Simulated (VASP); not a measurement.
Input of a VASP 6.6.1 run:

The input INCAR:

```
PREC = Accurate
ENCUT = 600
EDIFF = 1E-6
ISMEAR = 0
SIGMA = 0.1
LREAL = False
LASPH = True
NELM = 200
ALGO = Normal
ISIF = 2
LWAVE = False
LCHARG = True
ISPIN = 2
MAGMOM = 0 1 0 0 0 0
LORBIT = 11
LMAXMIX = 6
GGA = PE
LELF = True
LVHAR = True
NBANDS = 36
GGA_COMPAT = False
```

KPOINTS

```
Automatic mesh
0
Gamma
  4 4 4
```

Contents of POSCAR:

```
NdAgO4
1.0
    0.0000000000      3.2947939652      3.2947939652
    3.2947939652      0.0000000000      3.2947939652
    3.2947939652      3.2947939652      0.0000000000
Nd Ag O
1 1 4
Direct
    0.2500000000      0.2500000000      0.2500000000
    0.0000000000      0.0000000000      0.0000000000
    0.6238452037      0.6238452037      0.6238452037
    0.6238452037      0.6238452037      0.1284643888
    0.6238452037      0.1284643888      0.6238452037
    0.1284643888      0.6238452037      0.6238452037
```

Potentials or basis: VASP PAW PBE potentials, release 64 (Nd_3, Ag, O), 4f in core.

Command:

```sh
$ cat potpaw_PBE.64/Nd_3/POTCAR potpaw_PBE.64/Ag/POTCAR potpaw_PBE.64/O/POTCAR > POTCAR
$ mpirun -np 1 vasp_std > vasp.out
```

Q: Predict the pressure.

A: -0.3 GPa.

Q: What does it give for the largest force?

A: 0.012 eV/Å.

Q: What does it give for the net moment?

A: 0.00 μB per cell.

Forces in eV/Å, atoms in the order of the input:
```
Nd   0.000  0.000  0.000
Ag   0.000  0.000  0.000
O   -0.007 -0.007 -0.007
O    0.007  0.007 -0.007
O    0.007 -0.007  0.007
O   -0.007  0.007  0.007
```

Caveat: the k points lie up to 0.41 Å⁻¹ apart; the magnetic or orbital state may not be the lowest.
